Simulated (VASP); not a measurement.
# CdHg3Se4 (P-4m2) in VASP: notebook

Runs on CdHg3Se4. Level: PBE. Tasks: single point, relaxation of shape and atoms at fixed volume.

All numbers are computed with VASP 6.6.1; they aren't measurements. Logs are shortened: lines on timing, memory, paths and dates and some standing lists are left out, and cuts for length are marked.

## Step 1: The cell of the first run

It takes space group P-4m2 (No. 115, tetragonal). The conventional cell has a = 4.507 Å, b = 4.507 Å, c = 12.709 Å, α = 90.00°, β = 90.00°, γ = 90.00°. Within 3.6 Å of Cd (site symmetry -4m2) lie 4 Se at 2.74 Å. Within 3.6 Å of Hg (site symmetry 2mm) lie 4 Se at 2.76 Å. Hg (site symmetry -4m2) has 4 Se at 2.76 Å within 3.6 Å. Se (site symmetry 2mm) has 4 Hg at 2.76 Å within 3.6 Å. Within 3.6 Å of Se (site symmetry 2mm) lie 2 Cd at 2.74 Å and 2 Hg at 2.76 Å.

## Step 2: Single point, PBE (32.26 Å³/atom)

Input file INCAR:

```
SYSTEM = CdHg3Se4
PREC = Accurate
ENCUT = 520
EDIFF = 1E-7
ISMEAR = 0
SIGMA = 0.1
LREAL = .FALSE.
LASPH = .TRUE.
NELM = 100
ALGO = Normal
ISIF = 2
LWAVE = .FALSE.
LCHARG = .FALSE.
GGA = PE
NBANDS = 46
```

Input file KPOINTS:

```
regular mesh
0
G
  8 8 4
  0 0 0
```

Input file POSCAR:

```
CdHg3Se4
1.0
    4.5065421567      0.0000000000      0.0000000000
    0.0000000000      4.5065421567      0.0000000000
    0.0000000000      0.0000000000     12.7092748031
Cd Hg Se
1 3 4
Direct
    0.5000000000      0.5000000000      0.5000000000
    0.0000000000      0.0000000000      0.7485850000
    0.5000000000      0.5000000000      0.0000000000
    0.0000000000      0.0000000000      0.2514150000
    0.5000000000      0.0000000000      0.8742890000
    0.0000000000      0.5000000000      0.1257110000
    0.5000000000      0.0000000000      0.3773530000
    0.0000000000      0.5000000000      0.6226470000
```

Potentials or basis: VASP PAW PBE potentials, release 64 (Cd, Hg, Se).

Started as:

```sh
$ cat potpaw_PBE.64/Cd/POTCAR potpaw_PBE.64/Hg/POTCAR potpaw_PBE.64/Se/POTCAR > POTCAR
$ mpirun -np 1 vasp_std > vasp.out
```

OUTCAR:

```text
SYSTEM = CdHg3Se4
   PREC = Accurate
   ENCUT = 520
   EDIFF = 1E-7
   ISMEAR = 0
   LREAL = .FALSE.
   LASPH = .TRUE.
   NELM = 100
   ISIF = 2
   GGA = PE

 ion  position               nearest neighbor table
   1  0.500  0.500  0.500-   7 2.74   8 2.74   7 2.74   8 2.74
   2  0.000  0.000  0.749-   5 2.76   5 2.76   8 2.76   8 2.76
   3  0.500  0.500  0.000-   5 2.76   6 2.76   5 2.76   6 2.76
   4  0.000  0.000  0.251-   6 2.76   6 2.76   7 2.76   7 2.76
   5  0.500  0.000  0.874-   2 2.76   2 2.76   3 2.76   3 2.76
   6  0.000  0.500  0.126-   4 2.76   4 2.76   3 2.76   3 2.76
   7  0.500  0.000  0.377-   1 2.74   1 2.74   4 2.76   4 2.76
   8  0.000  0.500  0.623-   1 2.74   1 2.74   2 2.76   2 2.76

  LATTYP: Found a simple tetragonal cell.
 ALAT       =     4.5065421567
 C/A-ratio  =     2.8201832716

  Lattice vectors:

 A1 = (   4.5065421567,   0.0000000000,   0.0000000000)
 A2 = (   0.0000000000,   4.5065421567,   0.0000000000)
 A3 = (   0.0000000000,   0.0000000000,  12.7092748031)

Analysis of symmetry for initial positions (statically):
=====================================================================
 Subroutine PRICEL returns:
 Original cell was already a primitive cell.

 Routine SETGRP: Setting up the symmetry group for a
 simple tetragonal supercell.

 Subroutine GETGRP returns: Found  8 space group operations
 (whereof  8 operations were pure point group operations)
 out of a pool of 16 trial point group operations.

The static configuration has the point symmetry D_2d.

Analysis of symmetry for dynamics (positions and initial velocities):
=====================================================================
 Subroutine PRICEL returns:
 Original cell was already a primitive cell.

 Routine SETGRP: Setting up the symmetry group for a
 simple tetragonal supercell.

 Subroutine GETGRP returns: Found  8 space group operations
 (whereof  8 operations were pure point group operations)
 out of a pool of 16 trial point group operations.

The dynamic configuration has the point symmetry D_2d.

 Subroutine INISYM returns: Found  8 space group operations
 (whereof  8 operations are pure point group operations),
 and found     1 'primitive' translations

----------------------------------------------------------------------------------------

                                     Primitive cell

  volume of cell :     258.1117

  direct lattice vectors                    reciprocal lattice vectors
     4.506542157  0.000000000  0.000000000     0.221899622  0.000000000  0.000000000
     0.000000000  4.506542157  0.000000000     0.000000000  0.221899622  0.000000000
     0.000000000  0.000000000 12.709274803     0.000000000  0.000000000  0.078682696

  length of vectors
     4.506542157  4.506542157 12.709274803     0.221899622  0.221899622  0.078682696

  position of ions in fractional coordinates (direct lattice)
     0.500000000  0.500000000  0.500000000
     0.000000000  0.000000000  0.748585000
     0.500000000  0.500000000  0.000000000
     0.000000000  0.000000000  0.251415000
     0.500000000  0.000000000  0.874289000
     0.000000000  0.500000000  0.125711000
     0.500000000  0.000000000  0.377353000
     0.000000000  0.500000000  0.622647000

  ion indices of the primitive-cell ions
   primitive index   ion index
                 1           1
                 2           2
                 3           3
                 4           4
                 5           5
                 6           6
                 7           7
                 8           8

----------------------------------------------------------------------------------------

 KPOINTS: regular mesh

Automatic generation of k-mesh.
 Grid dimensions read from file:
 generate k-points for:    8    8    4

 Generating k-lattice:

  Cartesian coordinates                     Fractional coordinates (reciprocal lattice)
     0.027737453  0.000000000  0.000000000     0.125000000  0.000000000  0.000000000
     0.000000000  0.027737453  0.000000000     0.000000000  0.125000000  0.000000000
     0.000000000  0.000000000  0.019670674     0.000000000  0.000000000  0.250000000

  Length of vectors
     0.027737453  0.027737453  0.019670674

  Shift w.r.t. Gamma in fractional coordinates (k-lattice)
     0.000000000  0.000000000  0.000000000

 Subroutine IBZKPT returns following result:
 ===========================================

 Found     45 irreducible k-points:

 Following reciprocal coordinates:
            Coordinates               Weight
  0.000000  0.000000  0.000000      1.000000
  0.125000  0.000000  0.000000      4.000000
  0.250000  0.000000  0.000000      4.000000
  0.375000  0.000000  0.000000      4.000000
  0.500000  0.000000  0.000000      2.000000
  0.125000  0.125000  0.000000      4.000000
[... 16 lines left out ...]
  0.375000  0.125000  0.250000     16.000000
  0.500000  0.125000  0.250000      8.000000
 [... further k-points ...]
   k-points           NKPTS =     45   k-points in BZ     NKDIM =     45   number of bands    NBANDS=     46
   number of dos      NEDOS =    301   number of ions     NIONS =      8
   total plane-waves  NPLWV = 124416
   dimension x,y,z NGX =    36 NGY =   36 NGZ =   96
   dimension x,y,z NGXF=    72 NGYF=   72 NGZF=  192
   ions per type =               1   3   4
   NGX,Y,Z   is equivalent  to a cutoff of  13.28, 13.28, 12.56 a.u.
   NGXF,Y,Z  is equivalent  to a cutoff of  26.56, 26.56, 25.11 a.u.
 SYSTEM =  CdHg3Se4
   PREC   = accura    normal or accurate (medium, high low for compatibility)
   ISTART =      0    job   : 0-new  1-cont  2-samecut
   ICHARG =      2    charge: 1-file 2-atom 10-const
   ISPIN  =      1    spin polarized calculation?
   LNONCOLLINEAR =      F non collinear calculations
   LSORBIT =      F    spin-orbit coupling
   LASPH  =      T    aspherical Exc in radial PAW
   ENCUT  =  520.0 eV  38.22 Ry    6.18 a.u.   8.38  8.38 23.63*2*pi/ulx,y,z
   NELM   =    100;   NELMIN=  2; NELMDL= -5     # of ELM steps
   EDIFF  = 0.1E-06   stopping-criterion for ELM
   LREAL  =      F    real-space projection
   EDIFFG = 0.1E-05   stopping-criterion for IOM
   NSW    =      0    number of steps for IOM
   IBRION =     -1    ionic relax: 0-MD 1-quasi-New 2-CG
   NFREE  =      0    steps in history (QN), initial steepest desc. (CG)
   ISIF   =      2    stress and relaxation
   ISYM   =      2    0-nonsym 1-usesym 2-fastsym
   POTIM  = 0.5000    time-step for ionic-motion
   TEBEG  =    0.0;   TEEND  =   0.0 temperature during run
   PSTRESS=    0.0 pullay stress
   NELECT =      72.0000    total number of electrons
   NUPDOWN=      -1.0000    fix difference up-down
   EMIN   =  10.00;   EMAX   =-10.00  energy-range for DOS
   EFERMI =   0.00;   METHOD = LEGACY
   ISMEAR =     0;   SIGMA  =   0.10  broadening in eV -4-tet -1-fermi 0-gaus
   EFERMI_NEDOS =   21; number of points for ismear=-14 and -15
   IALGO  =     38    algorithm
   IMIX   =      4    mixing-type and parameters
     AMIX     =   0.40;   BMIX     =  1.00
     AMIX_MAG =   1.60;   BMIX_MAG =  1.00
  volume/ion in A,a.u.               =      32.26       217.73
  Fermi-wavevector in a.u.,A,eV,Ry     =   1.069670  2.021383 15.567701  1.144194
  Thomas-Fermi vector in A             =   2.205356
   LORBIT       =      0    0 simple, 1 ext, 2 COOP (PROOUT), +10 PAW based schemes
   GGA     = PE    functional components
   LHFCALC =     F    Hartree Fock is set to
   AEXX    =    0.0000 exact exchange contribution
   IVDW    =     0    specifies the selected vdW correction
   LEPSILON=     F    determine dielectric tensor
   LRPA    =     F    only Hartree local field effects (RPA)
 non-spin polarized calculation
 Gauss-broadening in eV      SIGMA  =   0.10
  energy-cutoff  :      520.00
  volume of cell :      258.11
 maximum number of plane-waves:      6980
 NGX is ok and might be reduce to    36
   NGX = 17   NGY = 17   NGZ = 47

 number of electron      72.0000008 magnetization

 Free energy of the ion-electron system (eV)
  ---------------------------------------------------
  ext. energy  EPLUGINS =         0.00000000
  ---------------------------------------------------
  free energy    TOTEN  =       -17.66194732 eV

  energy without entropy =      -17.66093345  energy(sigma->0) =      -17.66144039

 E-fermi :   0.4521     XC(G=0):  -8.3819

 val. band max:        0.3879963883   @ k =   0.0000   0.0000   0.0000
 cond. band min:       0.7683902258   @ k =   0.0000   0.0000   0.2500
 fundamental gap:      0.3803938375
 Fermi energy:         0.4520786024

 k-point     1 :       0.0000    0.0000    0.0000
  band No.  band energies     occupation
      1     -12.0558      2.00000
      2     -11.8492      2.00000
      3     -11.8105      2.00000
      4     -11.6119      2.00000
      5      -7.4145      2.00000
      6      -7.4145      2.00000
[... 38 lines left out ...]
     45       6.0799      0.00000
     46       6.0799      0.00000

 k-point     2 :       0.1250    0.0000    0.0000
  band No.  band energies     occupation
      1     -12.0253      2.00000
      2     -11.8330      2.00000
      3     -11.7951      2.00000
      4     -11.6123      2.00000
      5      -7.4132      2.00000
      6      -7.4075      2.00000
[... 38 lines left out ...]
     45       6.1625      0.00000
     46       6.2773      0.00000

 k-point     3 :       0.2500    0.0000    0.0000
  band No.  band energies     occupation
      1     -11.9445      2.00000
      2     -11.7940      2.00000
      3     -11.7574      2.00000
      4     -11.6193      2.00000
      5      -7.4097      2.00000
      6      -7.3833      2.00000
[... 1018 lines left out ...]
     45       6.4225      0.00000
     46       6.6728      0.00000

 k-point    24 :       0.5000    0.1250    0.2500
  band No.  band energies     occupation
      1     -11.7476      2.00000
      2     -11.7475      2.00000
      3     -11.6829      2.00000
      4     -11.6590      2.00000
      5      -7.3985      2.00000
      6      -7.3213      2.00000
[... 38 lines left out ...]
     45       6.4712      0.00000
     46       6.4792      0.00000

 [... further k-points ...]

------------------------ aborting loop because EDIFF is reached ----------------------------------------

  FORCE on cell =-STRESS in cart. coord.  units (eV):
  Direction    XX          YY          ZZ          XY          YZ          ZX
  --------------------------------------------------------------------------------------
  -------------------------------------------------------------------------------------
  Total       -3.2691464     -3.2691464     -3.2232212      0.0000000      0.0000000      0.0000000
  in kB      -20.2925821    -20.2925821    -20.0075099      0.0000000      0.0000000      0.0000000
  external PRESSURE =     -20.1975580 kB  Pullay stress =       0.0000000 kB

 VOLUME and BASIS-vectors are now :
 -----------------------------------------------------------------------------
  energy-cutoff  :      520.00
  volume of cell :      258.11
      direct lattice vectors                 reciprocal lattice vectors
     4.506542157  0.000000000  0.000000000     0.221899622  0.000000000  0.000000000
     0.000000000  4.506542157  0.000000000     0.000000000  0.221899622  0.000000000
     0.000000000  0.000000000 12.709274803     0.000000000  0.000000000  0.078682696

 POSITION                                       TOTAL-FORCE (eV/Angst)
 -----------------------------------------------------------------------------------
      2.25327      2.25327      6.35464        -0.000000     -0.000000     -0.000000
      0.00000      0.00000      9.51397        -0.000000     -0.000000      0.000927
      2.25327      2.25327      0.00000        -0.000000     -0.000000     -0.000000
      0.00000      0.00000      3.19530         0.000000     -0.000000     -0.000927
      2.25327      0.00000     11.11158        -0.000000     -0.000000     -0.000370
      0.00000      2.25327      1.59770         0.000000      0.000000      0.000370
      2.25327      0.00000      4.79588        -0.000000      0.000000      0.002994
      0.00000      2.25327      7.91339        -0.000000     -0.000000     -0.002994
 -----------------------------------------------------------------------------------
    total drift:                                0.000000      0.000000      0.000000

  FREE ENERGIE OF THE ION-ELECTRON SYSTEM (eV)
  ---------------------------------------------------
  free  energy   TOTEN  =       -17.6619473207 eV

  energy  without entropy=      -17.6609334503  energy(sigma->0) =      -17.66144039
```

Run time: 5.1 min. Hardware: 1 thread of Intel Xeon 6975P-C (Granite Rapids), shared host; peak memory 0.65 GiB.

What came out:

```
Free energy            : -17.6619 eV
Pressure               : -2.0 GPa
Band gap on the k mesh : zero (filled and empty bands touch)
```

Forces on the atoms (eV/Å):
```
Cd   0.000  0.000  0.000
Hg   0.000  0.000  0.001
Hg   0.000  0.000  0.000
Hg   0.000  0.000 -0.001
Se   0.000  0.000  0.000
Se   0.000  0.000  0.000
Se   0.000  0.000  0.003
Se   0.000  0.000 -0.003
```

Caveat: semilocal functionals underestimate gaps, so a narrow gap can read as zero; spin-orbit coupling is left out, which moves the levels of the heavy elements.

## Step 3: Single point, PBE (33.48 Å³/atom)

This run uses another cell than the first one, of 33.48 Å³/atom.

Input file INCAR:

```
  PREC = Accurate
  ENCUT = 520
  EDIFF = 1E-7
  ISMEAR = 0
  SIGMA = 0.1
  LREAL = F
  LASPH = T
  NELM = 80
  ALGO = Normal
  ISIF = 2
  LWAVE = F
  LCHARG = F
  GGA = PE
  NBANDS = 46
```

Input file KPOINTS:

```
Automatic mesh
0
Gamma
  8 8 4
```

POSCAR: that of step 2 with these lines changed.

```diff
@@ -2,5 +2,5 @@
 1.0
-    4.5065421567      0.0000000000      0.0000000000
-    0.0000000000      4.5065421567      0.0000000000
-    0.0000000000      0.0000000000     12.7092748031
+    4.5625297716      0.0000000000      0.0000000000
+    0.0000000000      4.5625297716      0.0000000000
+    0.0000000000      0.0000000000     12.8671701382
 Cd Hg Se
```

Potentials or basis: VASP PAW PBE potentials, release 64 (Cd, Hg, Se).

Started as:

```sh
$ cat potpaw_PBE.64/Cd/POTCAR potpaw_PBE.64/Hg/POTCAR potpaw_PBE.64/Se/POTCAR > POTCAR
$ mpirun -np 1 vasp_std > vasp.out
```

OUTCAR:

```text
PREC = Accurate
   ENCUT = 520
   EDIFF = 1E-7
   ISMEAR = 0
   LREAL = F
   LASPH = T
   NELM = 80
   ISIF = 2
   GGA = PE

 ion  position               nearest neighbor table
   1  0.500  0.500  0.500-   7 2.77   8 2.77   7 2.77   8 2.77
   2  0.000  0.000  0.749-   5 2.80   5 2.80   8 2.80   8 2.80
   3  0.500  0.500  0.000-   5 2.80   6 2.80   5 2.80   6 2.80
   4  0.000  0.000  0.251-   6 2.80   6 2.80   7 2.80   7 2.80
   5  0.500  0.000  0.874-   2 2.80   2 2.80   3 2.80   3 2.80
   6  0.000  0.500  0.126-   4 2.80   4 2.80   3 2.80   3 2.80
   7  0.500  0.000  0.377-   1 2.77   1 2.77   4 2.80   4 2.80
[... 1390 lines left out ...]
  Total       -5.2205672     -5.2205672     -5.1650625      0.0000000      0.0000000      0.0000000
  in kB      -31.2272549    -31.2272549    -30.8952486      0.0000000      0.0000000      0.0000000
  external PRESSURE =     -31.1165861 kB  Pullay stress =       0.0000000 kB

 VOLUME and BASIS-vectors are now :
 -----------------------------------------------------------------------------
  energy-cutoff  :      520.00
  volume of cell :      267.85
      direct lattice vectors                 reciprocal lattice vectors
     4.562529772  0.000000000  0.000000000     0.219176652  0.000000000  0.000000000
     0.000000000  4.562529772  0.000000000     0.000000000  0.219176652  0.000000000
     0.000000000  0.000000000 12.867170138     0.000000000  0.000000000  0.077717166

 POSITION                                       TOTAL-FORCE (eV/Angst)
 -----------------------------------------------------------------------------------
      2.28126      2.28126      6.43359        -0.000000      0.000000      0.000000
      0.00000      0.00000      9.63217        -0.000000      0.000000      0.001526
      2.28126      2.28126      0.00000        -0.000000     -0.000000      0.000000
      0.00000      0.00000      3.23500         0.000000      0.000000     -0.001526
      2.28126      0.00000     11.24963        -0.000000      0.000000     -0.000623
      0.00000      2.28126      1.61754        -0.000000      0.000000      0.000623
      2.28126      0.00000      4.85547         0.000000      0.000000      0.007422
      0.00000      2.28126      8.01170        -0.000000      0.000000     -0.007422
 -----------------------------------------------------------------------------------
    total drift:                                0.000000      0.000000      0.000000

  FREE ENERGIE OF THE ION-ELECTRON SYSTEM (eV)
  ---------------------------------------------------
  free  energy   TOTEN  =       -17.5064491555 eV

  energy  without entropy=      -17.5054048686  energy(sigma->0) =      -17.50592701
```

OSZICAR:

```text
N       E                     dE             d eps       ncg     rms          rms(c)
DAV:   1     0.504490448900E+03    0.50449E+03   -0.32329E+04  4148   0.137E+03
DAV:   2     0.158562863514E+02   -0.48863E+03   -0.47305E+03  4606   0.324E+02
DAV:   3    -0.183703044783E+02   -0.34227E+02   -0.33896E+02  4884   0.816E+01
DAV:   4    -0.188315633748E+02   -0.46126E+00   -0.46027E+00  4610   0.912E+00
DAV:   5    -0.188363660420E+02   -0.48027E-02   -0.48021E-02  4820   0.904E-01    0.101E+01
DAV:   6    -0.175110869423E+02    0.13253E+01   -0.28201E+00  5118   0.126E+01    0.847E+00
DAV:   7    -0.175137259761E+02   -0.26390E-02   -0.10360E+00  4512   0.381E+00    0.404E+00
DAV:   8    -0.175094652127E+02    0.42608E-02   -0.13463E-01  4658   0.261E+00    0.536E-01
DAV:   9    -0.175060814060E+02    0.33838E-02   -0.27140E-02  4792   0.132E+00    0.170E-01
DAV:  10    -0.175063101625E+02   -0.22876E-03   -0.17970E-03  4512   0.263E-01    0.822E-02
DAV:  11    -0.175064478066E+02   -0.13764E-03   -0.49015E-04  4676   0.112E-01    0.278E-02
DAV:  12    -0.175064476573E+02    0.14937E-06   -0.78809E-05  4568   0.457E-02    0.145E-02
DAV:  13    -0.175064489113E+02   -0.12540E-05   -0.11226E-05  4670   0.107E-02    0.756E-03
DAV:  14    -0.175064486286E+02    0.28264E-06   -0.40262E-06  4718   0.136E-02    0.428E-03
DAV:  15    -0.175064491183E+02   -0.48970E-06   -0.11069E-06  4582   0.357E-03    0.147E-03
DAV:  16    -0.175064491555E+02   -0.37127E-07   -0.83458E-08  3042   0.157E-03
   1 F= -.17506449E+02 E0= -.17505927E+02  d E =-.104429E-02
```

Wall time 5.2 min (1 thread of Intel Xeon 6975P-C (Granite Rapids), shared host); peak memory 0.65 GiB.

Results:

```
Free energy            : -17.5064 eV
Pressure               : -3.1 GPa
Largest force          : 0.007 eV/Å
Band gap on the k mesh : zero (filled and empty bands touch)
```

Forces on the atoms (eV/Å):
```
Cd   0.000  0.000  0.000
Hg   0.000  0.000  0.002
Hg   0.000  0.000  0.000
Hg   0.000  0.000 -0.002
Se   0.000  0.000 -0.001
Se   0.000  0.000  0.001
Se   0.000  0.000  0.007
Se   0.000  0.000 -0.007
```

Caveat: the cell stands under tension; semilocal functionals underestimate gaps, so a narrow gap can read as zero; spin-orbit coupling is left out, which moves the levels of the heavy elements.

(Part 1 of 2 ends here.)
